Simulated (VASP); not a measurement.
Wanted: the native input for a VASP 6.6.1 run.

```yaml
Task: single point
Functional: PBEsol
Potentials_or_basis: VASP PAW PBE potentials, release 64 (Al, Co)
Cutoff: 520 eV
k_mesh: 14 × 14 × 14
Occupations: gaussian, width 0.1 eV
Spin: no spin polarisation
Dipole_correction: no
Further_INCAR_settings: ALGO = Normal; EDIFF = 1e-06; NBANDS = 13
```

The structure of AlCo lies in POSCAR:

```
AlCo
1.0
    2.7428494912      0.0000000000      0.0000000000
    0.0000000000      2.7428494912      0.0000000000
    0.0000000000      0.0000000000      2.7428494912
Al Co
1 1
Direct
    0.0000000000      0.0000000000      0.0000000000
    0.5000000000      0.5000000000      0.5000000000
```

The input as run:

INCAR

```
PREC = Accurate
ENCUT = 520
EDIFF = 1E-6
ISMEAR = 0
SIGMA = 0.1
LREAL = False
LASPH = True
NELM = 80
ALGO = Normal
ISIF = 2
LWAVE = False
LCHARG = False
GGA = PS
NBANDS = 13
```

KPOINTS

```
regular mesh
0
Gamma
  14 14 14
```

Potentials or basis: VASP PAW PBE potentials, release 64 (Al, Co).

Launch:

```sh
$ cat potpaw_PBE.64/Al/POTCAR potpaw_PBE.64/Co/POTCAR > POTCAR
$ mpirun -np 1 vasp_std > vasp.out
```

It gave:

| Property | Result |
| --- | --- |
| Pressure | 20.1 GPa |
| Band gap on the k mesh | zero (band 6 reaches 14.44 eV, above the bottom of band 7 at 11.78 eV) |

Caveat: the PAW data sets were made with another functional, which shifts forces and pressure a little.

Wall time 33 s on 1 thread of AMD EPYC 7R13, with other jobs on the host, peak memory 0.12 GiB.
